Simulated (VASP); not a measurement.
GeAu, 2 atoms in the cell. It takes space group Pm-3m (No. 221, cubic). The conventional cell has a = 3.218 Å, b = 3.218 Å, c = 3.218 Å, α = 90.00°, β = 90.00°, γ = 90.00°. Within 3.7 Å of Au (site symmetry m-3m) lie 8 Ge at 2.79 Å and 6 Au at 3.22 Å. Ge (site symmetry m-3m) has 8 Au at 2.79 Å and 6 Ge at 3.22 Å within 3.7 Å. 

```yaml
Program: VASP 6.6.1
Task: single point
Functional: PBEsol
Potentials_or_basis: VASP PAW PBE potentials, release 64 (Au, Ge_d)
Cutoff: 520 eV
k_mesh: 10 × 10 × 10
Occupations: gaussian, width 0.05 eV
Spin: no spin polarisation
Dipole_correction: no
Further_INCAR_settings: ALGO = Normal; EDIFF = 1e-06; NBANDS = 20
```

Potentials or basis: VASP PAW PBE potentials, release 64 (Au, Ge_d).

Launch:

```console
$ cat potpaw_PBE.64/Au/POTCAR potpaw_PBE.64/Ge_d/POTCAR > POTCAR
$ mpirun -np 1 vasp_std > vasp.out
```

Hardware: 1 thread of AMD EPYC 9R45 96-Core Processor (Zen 5), on a shared host.

Question: Estimate the wall time of this run.

Answer: Run time: 13 s on 1 thread of AMD EPYC 9R45 96-Core Processor (Zen 5), with other jobs on the host, peak memory 0.13 GiB. Counts: scf iterations 12, k points 56.
